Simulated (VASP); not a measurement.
Runs of VASP 6.6.1 on Pt. The structure is that of space group Fd-3m (No. 227), or close to it. The cells are those of the table. 

| task | cell | cutoff (eV) | gap on the mesh (eV) | pressure (GPa) |
| --- | --- | --- | --- | --- |
| single point | a = 3.814 Å, angles 60.0°, 2 atoms | 520 | none | 39.6 |
| single point | a = 3.815 Å, angles 60.0°, 2 atoms | 520 | none | (a) |
| relaxation of cell and atoms | relaxed to 41 GPa from a = 3.603 Å, angles 60.0°, 2 atoms | 600 | none | 41.0 |
| relaxation of cell and atoms | relaxed to 41 GPa from a = 3.814 Å, angles 60.0°, 2 atoms | 600 | none | 41.0 |

Alike in all rows: level PBE; potentials or basis VASP PAW PBE potentials, release 64 (Pt); no spin polarisation; k mesh 13 × 13 × 13; smearing fermi-dirac 0.1 eV.

Q: Estimate the missing entries.

A: (a) 39.5.

Caveats: spin-orbit coupling is left out, which moves the levels of the heavy elements; the cell is relaxed towards a set pressure, so the enthalpy falls and the energy may rise (some runs).

A k mesh can miss the band edges, and the runs leave out spin-orbit coupling on Pt.

A gap of «none» marks levels without a gap at the run's occupations.
